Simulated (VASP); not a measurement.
A run of VASP 6.6.1 is set up as follows.

File INCAR:

```
SYSTEM = Sb2Se3
PREC = Accurate ; ENCUT = 520
EDIFF = 1E-6 ; ISMEAR = 0
SIGMA = 0.1 ; LREAL = .False.
LASPH = .True. ; NELM = 100
ALGO = Normal ; ISIF = 2
LWAVE = .False. ; LCHARG = .False.
GGA = PE ; NBANDS = 39
```

The input KPOINTS:

```
regular mesh
0
Gamma
  6 6 1
  0 0 0
```

Contents of POSCAR:

```
Sb2Se3
1.0
    4.0648864671     -0.0001075672     -0.0083406678
   -2.0323192150      3.5203423880     -0.0088190150
   -0.0449378082     -0.0796075955     21.1260725565
Sb Se
4 6
Direct
    0.3327598866      0.6678772985      0.0896843364
    0.3417695787      0.6734218752      0.5894810879
    0.6672154039      0.3321115419      0.4103119763
    0.6583272675      0.3265291856      0.9105266237
    0.6695322600      0.3379290464      0.1633487087
    0.6782115979      0.3433752899      0.6631515950
    0.3304736795      0.6621640560      0.3366447496
    0.3217571409      0.6565901625      0.8368553125
   -0.0044727641     -0.0027496892      0.0000958567
    1.0044259490      0.0027512333      0.4998997530
```

Potentials or basis: VASP PAW PBE potentials, release 64 (Sb, Se).

Command:

```console
$ cat potpaw_PBE.64/Sb/POTCAR potpaw_PBE.64/Se/POTCAR > POTCAR
$ mpirun -np 1 vasp_std > vasp.out
```

(1) Predict the band gap on the k mesh.

(2) What does it give for the largest force?

(3) What does it give for the pressure?

Results:

(1) 0.46 eV.

(2) 0.022 eV/Å.

(3) 0.0 GPa.

Caveat: spin-orbit coupling is left out, which moves the levels of the heavy elements.
